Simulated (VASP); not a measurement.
# Ge (Cmcm) in VASP: single point with LDA

Aim: the single point of Ge with LDA.

Everything below comes from runs of VASP 6.6.1. Logs are shortened: lines on timing, memory, paths and dates and some standing lists are left out, and cuts for length are marked.

### Step 1. The cell of the first run

The structure is orthorhombic, space group Cmcm (No. 63). The conventional cell has a = 3.060 Å, b = 5.336 Å, c = 4.472 Å, α = 90.00°, β = 90.00°, γ = 90.00°. Ge (site symmetry m2m) has 12 Ge at 2.85 to 3.08 Å within 3.8 Å.

This isn't the form of Ge at room conditions, which is diamond.

### Step 2. Single point, LDA

INCAR

```
PREC = Accurate ; ENCUT = 520
EDIFF = 1E-6 ; ISMEAR = 0
SIGMA = 0.15 ; LREAL = False
LASPH = True ; NELM = 80
ALGO = Normal ; ISIF = 2
LWAVE = False ; LCHARG = False
NBANDS = 21
```

KPOINTS

```
regular mesh
0
Gamma
  20 20 12
```

POSCAR

```
Ge
1.0
    1.5299917960     -2.6678176225      0.0000000000
    1.5299917960      2.6678176225      0.0000000000
    0.0000000000      0.0000000000      4.4719700757
Ge
2
Direct
    0.6665533700      0.3334466300      0.2500000000
    0.3334466300      0.6665533700      0.7500000000
```

Potentials or basis: VASP PAW LDA potentials, release 64 (Ge_d).

Started as:

```sh
> cat potpaw_LDA.64/Ge_d/POTCAR > POTCAR
> mpirun -np 1 vasp_std > vasp.out
```

OUTCAR:

```text
PREC = Accurate
   ENCUT = 520
   EDIFF = 1E-6
   ISMEAR = 0
   LREAL = False
   LASPH = True
   NELM = 80
   ISIF = 2

 ion  position               nearest neighbor table
   1  0.667  0.333  0.250-   2 2.85   2 2.85   2 2.85   2 2.85   2 2.86   2 2.86
   2  0.333  0.667  0.750-   1 2.85   1 2.85   1 2.85   1 2.85   1 2.86   1 2.86

  LATTYP: Found a base centered orthorhombic cell.
 ALAT       =     3.0599835920
 B/A-ratio  =     1.7436809985
 C/A-ratio  =     1.4614359657

  Lattice vectors:

 A1 = (   1.5299917960,  -2.6678176225,   0.0000000000)
 A2 = (   1.5299917960,   2.6678176225,   0.0000000000)
 A3 = (   0.0000000000,   0.0000000000,   4.4719700757)

Analysis of symmetry for initial positions (statically):
=====================================================================
 Subroutine PRICEL returns:
 Original cell was already a primitive cell.

 Routine SETGRP: Setting up the symmetry group for a
 base centered orthorhombic supercell.

 Subroutine GETGRP returns: Found  8 space group operations
 (whereof  4 operations were pure point group operations)
 out of a pool of  8 trial point group operations.

The static configuration has the point symmetry C_2h.
 The point group associated with its full space group is D_2h.

Analysis of symmetry for dynamics (positions and initial velocities):
=====================================================================
 Subroutine PRICEL returns:
 Original cell was already a primitive cell.

 Routine SETGRP: Setting up the symmetry group for a
 base centered orthorhombic supercell.

 Subroutine GETGRP returns: Found  8 space group operations
 (whereof  4 operations were pure point group operations)
 out of a pool of  8 trial point group operations.

The dynamic configuration has the point symmetry C_2h.
 The point group associated with its full space group is D_2h.

 Subroutine INISYM returns: Found  8 space group operations
 (whereof  4 operations are pure point group operations),
 and found     1 'primitive' translations

----------------------------------------------------------------------------------------

                                     Primitive cell

  volume of cell :      36.5068

  direct lattice vectors                    reciprocal lattice vectors
     1.529991796 -2.667817622  0.000000000     0.326799138 -0.187419108  0.000000000
     1.529991796  2.667817622  0.000000000     0.326799138  0.187419108  0.000000000
     0.000000000  0.000000000  4.471970076     0.000000000  0.000000000  0.223615092

  length of vectors
     3.075406601  3.075406601  4.471970076     0.376727486  0.376727486  0.223615092

  position of ions in fractional coordinates (direct lattice)
     0.666553370  0.333446630  0.250000000
     0.333446630  0.666553370  0.750000000

  ion indices of the primitive-cell ions
   primitive index   ion index
                 1           1
                 2           2

----------------------------------------------------------------------------------------

 KPOINTS: regular mesh

Automatic generation of k-mesh.
 Grid dimensions read from file:
 generate k-points for:   20   20   12

 Generating k-lattice:

  Cartesian coordinates                     Fractional coordinates (reciprocal lattice)
     0.016339957 -0.009370955  0.000000000     0.050000000  0.000000000  0.000000000
     0.016339957  0.009370955  0.000000000     0.000000000  0.050000000  0.000000000
     0.000000000  0.000000000  0.018634591     0.000000000  0.000000000  0.083333333

  Length of vectors
     0.018836374  0.018836374  0.018634591

  Shift w.r.t. Gamma in fractional coordinates (k-lattice)
     0.000000000  0.000000000  0.000000000

 Subroutine IBZKPT returns following result:
 ===========================================

 Found    777 irreducible k-points:

 Following reciprocal coordinates:
            Coordinates               Weight
  0.000000  0.000000  0.000000      1.000000
  0.050000  0.000000  0.000000      4.000000
  0.100000  0.000000  0.000000      4.000000
  0.150000 -0.000000  0.000000      4.000000
  0.200000  0.000000  0.000000      4.000000
  0.250000 -0.000000  0.000000      4.000000
[... 16 lines left out ...]
 -0.400000  0.050000  0.000000      4.000000
 -0.350000  0.050000  0.000000      4.000000
 [... further k-points ...]
   k-points           NKPTS =    777   k-points in BZ     NKDIM =    777   number of bands    NBANDS=     21
   number of dos      NEDOS =    301   number of ions     NIONS =      2
   total plane-waves  NPLWV =  20736
   dimension x,y,z NGX =    24 NGY =   24 NGZ =   36
   dimension x,y,z NGXF=    48 NGYF=   48 NGZF=   72
   ions per type =               2
   NGX,Y,Z   is equivalent  to a cutoff of  12.97, 12.97, 13.38 a.u.
   NGXF,Y,Z  is equivalent  to a cutoff of  25.95, 25.95, 26.77 a.u.
 SYSTEM =  unknown system
   PREC   = accura    normal or accurate (medium, high low for compatibility)
   ISTART =      0    job   : 0-new  1-cont  2-samecut
   ICHARG =      2    charge: 1-file 2-atom 10-const
   ISPIN  =      1    spin polarized calculation?
   LNONCOLLINEAR =      F non collinear calculations
   LSORBIT =      F    spin-orbit coupling
   LASPH  =      T    aspherical Exc in radial PAW
   ENCUT  =  520.0 eV  38.22 Ry    6.18 a.u.   5.72  5.72  8.31*2*pi/ulx,y,z
   NELM   =     80;   NELMIN=  2; NELMDL= -5     # of ELM steps
   EDIFF  = 0.1E-05   stopping-criterion for ELM
   LREAL  =      F    real-space projection
   EDIFFG = 0.1E-04   stopping-criterion for IOM
   NSW    =      0    number of steps for IOM
   IBRION =     -1    ionic relax: 0-MD 1-quasi-New 2-CG
   NFREE  =      0    steps in history (QN), initial steepest desc. (CG)
   ISIF   =      2    stress and relaxation
   ISYM   =      2    0-nonsym 1-usesym 2-fastsym
   POTIM  = 0.5000    time-step for ionic-motion
   TEBEG  =    0.0;   TEEND  =   0.0 temperature during run
   PSTRESS=    0.0 pullay stress
   NELECT =      28.0000    total number of electrons
   NUPDOWN=      -1.0000    fix difference up-down
   EMIN   =  10.00;   EMAX   =-10.00  energy-range for DOS
   EFERMI =   0.00;   METHOD = LEGACY
   ISMEAR =     0;   SIGMA  =   0.15  broadening in eV -4-tet -1-fermi 0-gaus
   EFERMI_NEDOS =   21; number of points for ismear=-14 and -15
   IALGO  =     38    algorithm
   IMIX   =      4    mixing-type and parameters
     AMIX     =   0.40;   BMIX     =  1.00
     AMIX_MAG =   1.60;   BMIX_MAG =  1.00
  volume/ion in A,a.u.               =      18.25       123.18
  Fermi-wavevector in a.u.,A,eV,Ry     =   1.498544  2.831837 30.553703  2.245634
  Thomas-Fermi vector in A             =   2.610289
   LORBIT       =      0    0 simple, 1 ext, 2 COOP (PROOUT), +10 PAW based schemes
   GGA     = CA    functional components
   LHFCALC =     F    Hartree Fock is set to
   AEXX    =    0.0000 exact exchange contribution
   IVDW    =     0    specifies the selected vdW correction
   LEPSILON=     F    determine dielectric tensor
   LRPA    =     F    only Hartree local field effects (RPA)
 non-spin polarized calculation
 Gauss-broadening in eV      SIGMA  =   0.15
  energy-cutoff  :      520.00
  volume of cell :       36.51
 maximum number of plane-waves:      1004
   NGX = 11   NGY = 11   NGZ = 17

 number of electron      27.9999981 magnetization

 Free energy of the ion-electron system (eV)
  ---------------------------------------------------
  ext. energy  EPLUGINS =         0.00000000
  ---------------------------------------------------
  free energy    TOTEN  =        -9.72769057 eV

  energy without entropy =       -9.71690292  energy(sigma->0) =       -9.72229674

 E-fermi :   6.8874     XC(G=0): -11.7391

 val. band max:        6.8807822776   @ k =  -0.2500   0.0500   0.1667
 cond. band min:       6.8895180648   @ k =   0.5000   0.1500   0.4167
 fundamental gap:      0.0087357871
 Fermi energy:         6.8873800905

 k-point     1 :       0.0000    0.0000    0.0000
  band No.  band energies     occupation
      1     -17.9657      2.00000
      2     -17.9532      2.00000
      3     -17.9530      2.00000
      4     -17.9523      2.00000
      5     -17.9501      2.00000
      6     -17.9416      2.00000
[... 13 lines left out ...]
     20      18.9796      0.00000
     21      20.5601      0.00000

 k-point     2 :       0.0500    0.0000    0.0000
  band No.  band energies     occupation
      1     -17.9661      2.00000
      2     -17.9539      2.00000
      3     -17.9535      2.00000
      4     -17.9530      2.00000
      5     -17.9502      2.00000
      6     -17.9399      2.00000
[... 13 lines left out ...]
     20      18.9358      0.00000
     21      20.5123      0.00000

 k-point     3 :       0.1000    0.0000    0.0000
  band No.  band energies     occupation
      1     -17.9688      2.00000
      2     -17.9567      2.00000
      3     -17.9555      2.00000
      4     -17.9549      2.00000
      5     -17.9458      2.00000
      6     -17.9351      2.00000
[... 13 lines left out ...]
     20      18.7675      0.00000
     21      20.5074      0.00000

 k-point     4 :       0.1500   -0.0000    0.0000
  band No.  band energies     occupation
      1     -17.9751      2.00000
      2     -17.9608      2.00000
      3     -17.9580      2.00000
      4     -17.9553      2.00000
      5     -17.9383      2.00000
      6     -17.9290      2.00000
[... 13 lines left out ...]
     20      19.7315      0.00000
     21      20.8680      0.00000

 k-point     5 :       0.2000    0.0000    0.0000
  band No.  band energies     occupation
      1     -17.9833      2.00000
      2     -17.9658      2.00000
      3     -17.9621      2.00000
      4     -17.9537      2.00000
      5     -17.9288      2.00000
      6     -17.9226      2.00000
[... 13 lines left out ...]
     20      20.0825      0.00000
     21      20.6526      0.00000
[... 382 lines left out ...]
     20      17.0816      0.00000
     21      20.2489      0.00000

 k-point    22 :      -0.4500    0.0500    0.0000
  band No.  band energies     occupation
      1     -18.0121      2.00000
      2     -17.9923      2.00000
      3     -17.9765      2.00000
      4     -17.9493      2.00000
      5     -17.8998      2.00000
      6     -17.8924      2.00000
[... 13 lines left out ...]
     20      17.1890      0.00000
     21      20.3474      0.00000

 k-point    23 :      -0.4000    0.0500    0.0000
  band No.  band energies     occupation
      1     -18.0077      2.00000
      2     -17.9884      2.00000
      3     -17.9740      2.00000
      4     -17.9499      2.00000
      5     -17.9042      2.00000
      6     -17.8945      2.00000
[... 13 lines left out ...]
     20      17.4146      0.00000
     21      20.4828      0.00000

 k-point    24 :      -0.3500    0.0500    0.0000
  band No.  band energies     occupation
      1     -18.0016      2.00000
      2     -17.9831      2.00000
      3     -17.9706      2.00000
      4     -17.9513      2.00000
      5     -17.9102      2.00000
      6     -17.9004      2.00000
[... 13 lines left out ...]
     20      17.7639      0.00000
     21      20.6416      0.00000

 [... further k-points ...]

------------------------ aborting loop because EDIFF is reached ----------------------------------------

  FORCE on cell =-STRESS in cart. coord.  units (eV):
  Direction    XX          YY          ZZ          XY          YZ          ZX
  --------------------------------------------------------------------------------------
  -------------------------------------------------------------------------------------
  Total       -0.4385164     -0.4601194      0.2613478      0.0000000     -0.0000000      0.0000000
  in kB      -19.2451959    -20.1932859     11.4697852      0.0000000     -0.0000000      0.0000000
  external PRESSURE =      -9.3228989 kB  Pullay stress =       0.0000000 kB

 VOLUME and BASIS-vectors are now :
 -----------------------------------------------------------------------------
  energy-cutoff  :      520.00
  volume of cell :       36.51
      direct lattice vectors                 reciprocal lattice vectors
     1.529991796 -2.667817622  0.000000000     0.326799138 -0.187419108  0.000000000
     1.529991796  2.667817622  0.000000000     0.326799138  0.187419108  0.000000000
     0.000000000  0.000000000  4.471970076     0.000000000  0.000000000  0.223615092

 POSITION                                       TOTAL-FORCE (eV/Angst)
 -----------------------------------------------------------------------------------
      1.52999     -0.88867      1.11799         0.000000      0.006321      0.000000
      1.52999      0.88867      3.35398         0.000000     -0.006321      0.000000
 -----------------------------------------------------------------------------------
    total drift:                               -0.000000     -0.000000      0.000000

  FREE ENERGIE OF THE ION-ELECTRON SYSTEM (eV)
  ---------------------------------------------------
  free  energy   TOTEN  =        -9.7276905660 eV

  energy  without entropy=       -9.7169029224  energy(sigma->0) =       -9.72229674
```

It took 6.2 min on 1 thread of Intel Xeon 8259CL, shared host; peak memory 0.52 GiB.

Results:

| Item | Value |
| --- | --- |
| Free energy | -9.7277 eV |
| Pressure | -0.9 GPa |
| Largest force | 0.006 eV/Å |
| Band gap on the k mesh | zero (bands 14 and 15 overlap by 8.97 eV) |

Forces in eV/Å, atoms in the order of the input:
```
Ge   0.000  0.006  0.000
Ge   0.000 -0.006  0.000
```
